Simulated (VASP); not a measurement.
# Si2B (P-3m1) in VASP: further runs

The runs below take Si2B through single point, relaxation of cell and atoms, with PBE.

Everything below comes from runs of VASP 6.6.1. Logs are shortened: lines on timing, memory, paths and dates and some standing lists are left out, and cuts for length are marked.

### 1 The cell of the first run

Symmetry: P-3m1, No. 164, trigonal system. The conventional cell has a = 2.767 Å, b = 2.767 Å, c = 4.572 Å, α = 90.00°, β = 90.00°, γ = 120.00°. Si (site symmetry 3m) has 3 B at 2.21 Å and 9 Si at 2.21 to 2.77 Å within 2.9 Å. B (site symmetry -3m) has 6 Si at 2.21 Å and 6 B at 2.77 Å within 2.9 Å.

The cell was generated, and may not be a known phase.

### 2 Single point, PBE

INCAR reads:

```
SYSTEM = Si2B
PREC = Accurate
ENCUT = 520
EDIFF = 1E-7
ISMEAR = 0
SIGMA = 0.1
LREAL = .FALSE.
LASPH = .TRUE.
NELM = 60
ALGO = Normal
ISIF = 2
LWAVE = .FALSE.
LCHARG = .TRUE.
GGA = PE
LELF = .TRUE.
LVHAR = .TRUE.
NBANDS = 12
```

KPOINTS reads:

```
Automatic mesh
0
G
  6 6 4
  0 0 0
```

POSCAR reads:

```
Si2B
1.0
    2.7669564800      0.0000000000      0.0000000000
   -1.3834782400      2.3962546100      0.0000000000
    0.0000000000      0.0000000000      4.5721551300
Si B
2 1
Direct
    0.3333333300      0.6666666700      0.3328465500
    0.6666666700      0.3333333300      0.6671534500
    0.0000000000      0.0000000000      0.0000000000
```

Potentials or basis: VASP PAW PBE potentials, release 64 (Si, B).

Launch:

```
cat potpaw_PBE.64/Si/POTCAR potpaw_PBE.64/B/POTCAR > POTCAR
mpirun -np 1 vasp_std > vasp.out
```

OUTCAR:

```text
SYSTEM = Si2B
   PREC = Accurate
   ENCUT = 520
   EDIFF = 1E-7
   ISMEAR = 0
   LREAL = .FALSE.
   LASPH = .TRUE.
   NELM = 60
   ISIF = 2
   GGA = PE

 ion  position               nearest neighbor table
   1  0.333  0.667  0.333-   3 2.21   3 2.21   3 2.21   2 2.21   2 2.21   2 2.21
   2  0.667  0.333  0.667-   3 2.21   3 2.21   3 2.21   1 2.21   1 2.21   1 2.21
   3  0.000  0.000  0.000-   1 2.21   2 2.21   2 2.21   1 2.21   2 2.21   1 2.21

  LATTYP: Found a hexagonal cell.
 ALAT       =     2.7669564800
 C/A-ratio  =     1.6524130983

  Lattice vectors:

 A1 = (   2.7669564800,   0.0000000000,   0.0000000000)
 A2 = (  -1.3834782400,   2.3962546100,   0.0000000000)
 A3 = (   0.0000000000,   0.0000000000,   4.5721551300)

Analysis of symmetry for initial positions (statically):
=====================================================================
 Subroutine PRICEL returns:
 Original cell was already a primitive cell.

 Routine SETGRP: Setting up the symmetry group for a
 hexagonal supercell.

 Subroutine GETGRP returns: Found 12 space group operations
 (whereof 12 operations were pure point group operations)
 out of a pool of 24 trial point group operations.

The static configuration has the point symmetry D_3d.

Analysis of symmetry for dynamics (positions and initial velocities):
=====================================================================
 Subroutine PRICEL returns:
 Original cell was already a primitive cell.

 Routine SETGRP: Setting up the symmetry group for a
 hexagonal supercell.

 Subroutine GETGRP returns: Found 12 space group operations
 (whereof 12 operations were pure point group operations)
 out of a pool of 24 trial point group operations.

The dynamic configuration has the point symmetry D_3d.

 Subroutine INISYM returns: Found 12 space group operations
 (whereof 12 operations are pure point group operations),
 and found     1 'primitive' translations

----------------------------------------------------------------------------------------

                                     Primitive cell

  volume of cell :      30.3149

  direct lattice vectors                    reciprocal lattice vectors
     2.766956480  0.000000000  0.000000000     0.361407925  0.208658962  0.000000000
    -1.383478240  2.396254610  0.000000000     0.000000000  0.417317924  0.000000000
     0.000000000  0.000000000  4.572155130     0.000000000  0.000000000  0.218715239

  length of vectors
     2.766956480  2.766956486  4.572155130     0.417317925  0.417317924  0.218715239

  position of ions in fractional coordinates (direct lattice)
     0.333333330  0.666666670  0.332846550
     0.666666670  0.333333330  0.667153450
     0.000000000  0.000000000  0.000000000

  ion indices of the primitive-cell ions
   primitive index   ion index
                 1           1
                 2           2
                 3           3

----------------------------------------------------------------------------------------

 KPOINTS: Automatic mesh

Automatic generation of k-mesh.
 Grid dimensions read from file:
 generate k-points for:    6    6    4

 Generating k-lattice:

  Cartesian coordinates                     Fractional coordinates (reciprocal lattice)
     0.060234654  0.034776494  0.000000000     0.166666667  0.000000000  0.000000000
     0.000000000  0.069552987  0.000000000     0.000000000  0.166666667  0.000000000
     0.000000000  0.000000000  0.054678810     0.000000000  0.000000000  0.250000000

  Length of vectors
     0.069552988  0.069552987  0.054678810

  Shift w.r.t. Gamma in fractional coordinates (k-lattice)
     0.000000000  0.000000000  0.000000000

 Subroutine IBZKPT returns following result:
 ===========================================

 Found     24 irreducible k-points:

 Following reciprocal coordinates:
            Coordinates               Weight
  0.000000  0.000000  0.000000      1.000000
  0.166667 -0.000000  0.000000      6.000000
  0.333333  0.000000  0.000000      6.000000
  0.500000  0.000000  0.000000      3.000000
  0.166667  0.166667  0.000000      6.000000
  0.333333  0.166667  0.000000     12.000000
[... 16 lines left out ...]
  0.333333  0.166667  0.500000     12.000000
  0.333333  0.333333  0.500000      2.000000
   k-points           NKPTS =     24   k-points in BZ     NKDIM =     24   number of bands    NBANDS=     12
   number of dos      NEDOS =    301   number of ions     NIONS =      3
   total plane-waves  NPLWV =  20736
   dimension x,y,z NGX =    24 NGY =   24 NGZ =   36
   dimension x,y,z NGXF=    48 NGYF=   48 NGZF=   72
   ions per type =               2   1
   NGX,Y,Z   is equivalent  to a cutoff of  14.42, 14.42, 13.09 a.u.
   NGXF,Y,Z  is equivalent  to a cutoff of  28.84, 28.84, 26.18 a.u.
 SYSTEM =  Si2B
   PREC   = accura    normal or accurate (medium, high low for compatibility)
   ISTART =      0    job   : 0-new  1-cont  2-samecut
   ICHARG =      2    charge: 1-file 2-atom 10-const
   ISPIN  =      1    spin polarized calculation?
   LNONCOLLINEAR =      F non collinear calculations
   LSORBIT =      F    spin-orbit coupling
   LASPH  =      T    aspherical Exc in radial PAW
   ENCUT  =  520.0 eV  38.22 Ry    6.18 a.u.   5.14  5.14  8.50*2*pi/ulx,y,z
   NELM   =     60;   NELMIN=  2; NELMDL= -5     # of ELM steps
   EDIFF  = 0.1E-06   stopping-criterion for ELM
   LREAL  =      F    real-space projection
   EDIFFG = 0.1E-05   stopping-criterion for IOM
   NSW    =      0    number of steps for IOM
   IBRION =     -1    ionic relax: 0-MD 1-quasi-New 2-CG
   NFREE  =      0    steps in history (QN), initial steepest desc. (CG)
   ISIF   =      2    stress and relaxation
   ISYM   =      2    0-nonsym 1-usesym 2-fastsym
   POTIM  = 0.5000    time-step for ionic-motion
   TEBEG  =    0.0;   TEEND  =   0.0 temperature during run
   PSTRESS=    0.0 pullay stress
   NELECT =      11.0000    total number of electrons
   NUPDOWN=      -1.0000    fix difference up-down
   EMIN   =  10.00;   EMAX   =-10.00  energy-range for DOS
   EFERMI =   0.00;   METHOD = LEGACY
   ISMEAR =     0;   SIGMA  =   0.10  broadening in eV -4-tet -1-fermi 0-gaus
   EFERMI_NEDOS =   21; number of points for ismear=-14 and -15
   IALGO  =     38    algorithm
   IMIX   =      4    mixing-type and parameters
     AMIX     =   0.40;   BMIX     =  1.00
     AMIX_MAG =   1.60;   BMIX_MAG =  1.00
  volume/ion in A,a.u.               =      10.10        68.19
  Fermi-wavevector in a.u.,A,eV,Ry     =   1.167671  2.206577 18.550923  1.363454
  Thomas-Fermi vector in A             =   2.304168
   LORBIT       =      0    0 simple, 1 ext, 2 COOP (PROOUT), +10 PAW based schemes
   GGA     = PE    functional components
   LHFCALC =     F    Hartree Fock is set to
   AEXX    =    0.0000 exact exchange contribution
   IVDW    =     0    specifies the selected vdW correction
   LEPSILON=     F    determine dielectric tensor
   LRPA    =     F    only Hartree local field effects (RPA)
 non-spin polarized calculation
 Gauss-broadening in eV      SIGMA  =   0.10
  energy-cutoff  :      520.00
  volume of cell :       30.31
 maximum number of plane-waves:       834
 NGX is ok and might be reduce to    24
   NGX = 11   NGY = 11   NGZ = 17

 number of electron      11.0000000 magnetization

 Free energy of the ion-electron system (eV)
  ---------------------------------------------------
  ext. energy  EPLUGINS =         0.00000000
  ---------------------------------------------------
  free energy    TOTEN  =       -14.27418226 eV

  energy without entropy =      -14.26242048  energy(sigma->0) =      -14.26830137

 E-fermi :  11.7488     XC(G=0): -12.0599

 val. band max:       11.7336526006   @ k =   0.1667   0.1667   0.5000
 cond. band min:      11.7689982371   @ k =   0.0000   0.0000   0.5000
 fundamental gap:      0.0353456365
 Fermi energy:        11.7488290625

 k-point     1 :       0.0000    0.0000    0.0000
  band No.  band energies     occupation
      1      -4.8594      2.00000
      2       1.8561      2.00000
      3       1.9567      2.00000
      4      15.2303      0.00000
      5      15.2303      0.00000
      6      17.1308      0.00000
      7      17.1308      0.00000
      8      18.0963      0.00000
      9      21.5586      0.00000
     10      21.5913      0.00000
     11      21.5913      0.00000
     12      23.6728      0.00000

 k-point     2 :       0.1667   -0.0000    0.0000
  band No.  band energies     occupation
      1      -4.1776      2.00000
      2       2.5227      2.00000
      3       2.5567      2.00000
      4      11.1538      2.00000
      5      13.4509      0.00000
      6      15.1086      0.00000
      7      17.4234      0.00000
      8      17.6489      0.00000
      9      18.2209      0.00000
     10      20.4671      0.00000
     11      21.3255      0.00000
     12      22.7901      0.00000

 k-point     3 :       0.3333    0.0000    0.0000
  band No.  band energies     occupation
      1      -2.1497      2.00000
      2       4.2962      2.00000
      3       4.4735      2.00000
      4       5.7525      2.00000
      5      11.3222      2.00000
      6      11.7767      0.69320
      7      12.7425      0.00000
      8      15.5963      0.00000
      9      16.3632      0.00000
     10      19.6592      0.00000
     11      20.6892      0.00000
     12      22.1807      0.00000

 k-point     4 :       0.5000    0.0000    0.0000
  band No.  band energies     occupation
      1       1.0617      2.00000
      2       1.2839      2.00000
      3       6.4525      2.00000
      4       7.3501      2.00000
      5       7.5464      2.00000
      6       9.4449      2.00000
      7      11.1930      2.00000
      8      14.8696      0.00000
      9      15.8693      0.00000
     10      19.0765      0.00000
     11      20.5827      0.00000
     12      21.8753      0.00000

 k-point     5 :       0.1667    0.1667    0.0000
  band No.  band energies     occupation
      1      -2.8226      2.00000
      2       3.7425      2.00000
      3       3.8317      2.00000
      4       8.7263      2.00000
      5       8.8662      2.00000
      6      13.7586      0.00000
      7      14.3232      0.00000
      8      15.3595      0.00000
      9      17.0620      0.00000
     10      19.8817      0.00000
     11      20.8629      0.00000
     12      22.8924      0.00000
[... 228 lines left out ...]
      1       2.0455      2.00000
      2       2.2648      2.00000
      3       3.4657      2.00000
      4       3.6758      2.00000
      5      11.8986      0.03422
      6      12.4949      0.00000
      7      12.8417      0.00000
      8      14.6931      0.00000
      9      15.7428      0.00000
     10      17.8098      0.00000
     11      18.5168      0.00000
     12      19.1004      0.00000

 k-point    22 :       0.1667    0.1667    0.5000
  band No.  band energies     occupation
      1      -1.8825      2.00000
      2      -0.2010      2.00000
      3       8.7902      2.00000
      4       9.6888      2.00000
      5      10.2174      2.00000
      6      10.9063      2.00000
      7      11.7337      1.16994
      8      14.0934      0.00000
      9      19.6435      0.00000
     10      20.9950      0.00000
     11      21.7607      0.00000
     12      23.0044      0.00000

 k-point    23 :       0.3333    0.1667    0.5000
  band No.  band energies     occupation
      1       0.8217      2.00000
      2       2.3218      2.00000
      3       4.7682      2.00000
      4       6.0054      2.00000
      5       8.4963      2.00000
      6       9.5402      2.00000
      7      12.6595      0.00000
      8      16.3055      0.00000
      9      16.7703      0.00000
     10      19.4482      0.00000
     11      20.8336      0.00000
     12      21.6023      0.00000

 k-point    24 :       0.3333    0.3333    0.5000
  band No.  band energies     occupation
      1       4.0351      2.00000
      2       4.0351      2.00000
      3       4.3032      2.00000
      4       5.0131      2.00000
      5       5.6373      2.00000
      6       5.6373      2.00000
      7      14.0512      0.00000
      8      17.2984      0.00000
      9      17.2984      0.00000
     10      18.9965      0.00000
     11      18.9965      0.00000
     12      19.4552      0.00000

------------------------ aborting loop because EDIFF is reached ----------------------------------------

  FORCE on cell =-STRESS in cart. coord.  units (eV):
  Direction    XX          YY          ZZ          XY          YZ          ZX
  --------------------------------------------------------------------------------------
  -------------------------------------------------------------------------------------
  Total        7.2242180      7.2242180      5.0464657      0.0000000     -0.0000000      0.0000000
  in kB      381.8081338    381.8081361    266.7114477      0.0000000     -0.0000000      0.0000000
  external PRESSURE =     343.4425725 kB  Pullay stress =       0.0000000 kB

 VOLUME and BASIS-vectors are now :
 -----------------------------------------------------------------------------
  energy-cutoff  :      520.00
  volume of cell :       30.31
      direct lattice vectors                 reciprocal lattice vectors
     2.766956480  0.000000000  0.000000000     0.361407925  0.208658962  0.000000000
    -1.383478240  2.396254610  0.000000000     0.000000000  0.417317924  0.000000000
     0.000000000  0.000000000  4.572155130     0.000000000  0.000000000  0.218715239

 POSITION                                       TOTAL-FORCE (eV/Angst)
 -----------------------------------------------------------------------------------
     -0.00000      1.59750      1.52183        -0.000000     -0.000000     -5.404848
      1.38348      0.79875      3.05033         0.000000      0.000000      5.404848
      0.00000      0.00000      0.00000        -0.000000      0.000000      0.000000
 -----------------------------------------------------------------------------------
    total drift:                                0.000000      0.000000      0.000000

  FREE ENERGIE OF THE ION-ELECTRON SYSTEM (eV)
  ---------------------------------------------------
  free  energy   TOTEN  =       -14.2741822614 eV

  energy  without entropy=      -14.2624204807  energy(sigma->0) =      -14.26830137
```

It took 18 s on 1 thread of Intel Xeon 8259CL, shared host; peak memory 0.15 GiB.

What came out:

| Quantity | Value |
| --- | --- |
| Free energy | -14.2742 eV |
| Pressure | 34.3 GPa |
| Largest force | 5.405 eV/Å |
| Band gap on the k mesh | zero (an odd number of electrons rules out a gap without spin polarisation) |

Forces on the atoms (eV/Å):
```
Si   0.000  0.000 -5.405
Si   0.000  0.000  5.405
B    0.000  0.000  0.000
```

Levels at points of the mesh, in eV from the Fermi level:
```csv
k point,band 2,band 3,band 4,band 5,band 6,band 7,band 8,band 9
"(0.00, 0.00, 0.00)",-9.89,-9.79,3.48,3.48,5.38,5.38,6.35,9.81
"(0.50, 0.00, 0.00)",-10.46,-5.30,-4.40,-4.20,-2.30,-0.56,3.12,4.12
"(0.00, 0.00, 0.50)",-13.87,-3.80,0.02,3.92,3.92,5.71,5.71,7.55
"(0.50, 0.00, 0.50)",-9.48,-8.28,-8.07,0.15,0.75,1.09,2.94,3.99
```

Caveat: the k points lie up to 0.44 Å⁻¹ apart, too coarse for converged energies and pressures of a metal; an odd number of electrons without spin polarisation forces a metal; a magnetic or distorted state may lie lower.

### 3 Single point, PBE

This run uses another cell than the first one, of 11.98 Å³/atom.

INCAR reads:

```
SYSTEM = Si2B
PREC = Accurate ; ENCUT = 520
EDIFF = 1E-6 ; ISMEAR = 0
SIGMA = 0.1 ; LREAL = .False.
LASPH = .True. ; NELM = 80
ALGO = Normal ; ISIF = 2
LWAVE = .False. ; LCHARG = .False.
GGA = PE ; NBANDS = 12
```

KPOINTS reads:

```
regular mesh
0
Gamma
  6 6 4
  0 0 0
```

POSCAR reads:

```
Si2B
1.0
    3.1893278380      0.0000000000      0.0000000000
   -1.5946639190      2.7620389287      0.0000000000
    0.0000000000      0.0000000000      4.0794877781
Si B
2 1
Direct
    0.3333333333      0.6666666667      0.2582762807
    0.6666666667      0.3333333333      0.7417237193
    0.0000000000      0.0000000000      0.0000000000
```

Potentials or basis: VASP PAW PBE potentials, release 64 (Si, B).

Launch:

```
cat potpaw_PBE.64/Si/POTCAR potpaw_PBE.64/B/POTCAR > POTCAR
mpirun -np 1 vasp_std > vasp.out
```

Run time: 15 s. Hardware: 1 thread of Intel Xeon 8259CL, shared host; peak memory 0.14 GiB.

It converged, with:

```yaml
Free_energy: -16.4913 eV
Pressure: 0.0 GPa
Largest_force: 0.014 eV/Å
Band_gap_on_the_k_mesh: zero (an odd number of electrons rules out a gap without spin polarisation)
```

Forces on the atoms (eV/Å):
```
Si   0.000  0.000 -0.014
Si   0.000  0.000  0.014
B    0.000  0.000  0.000
```

Stress tensor (GPa, compression positive):
```
 0.00  0.00  0.00
 0.00  0.00  0.00
 0.00  0.00 -0.09
```

Levels at points of the mesh, in eV from the Fermi level:
```tsv
k point	band 3	band 4	band 5	band 6	band 7	band 8
(0.00, 0.00, 0.00)	-6.14	-0.30	-0.30	2.41	2.41	6.17
(0.50, 0.00, 0.00)	-3.28	-3.02	-2.72	-1.76	-0.68	1.50
(0.00, 0.00, 0.50)	0.02	0.02	1.17	3.74	3.74	4.80
(0.50, 0.00, 0.50)	-7.02	-6.70	-2.65	1.48	1.50	1.70
```

Caveat: the k points lie up to 0.39 Å⁻¹ apart, too coarse for converged energies and pressures of a metal; an odd number of electrons without spin polarisation forces a metal; a magnetic or distorted state may lie lower.

(Part 1 of 2 ends here.)

The gap in the log of VASP goes by the Fermi energy; the results here count the filled bands.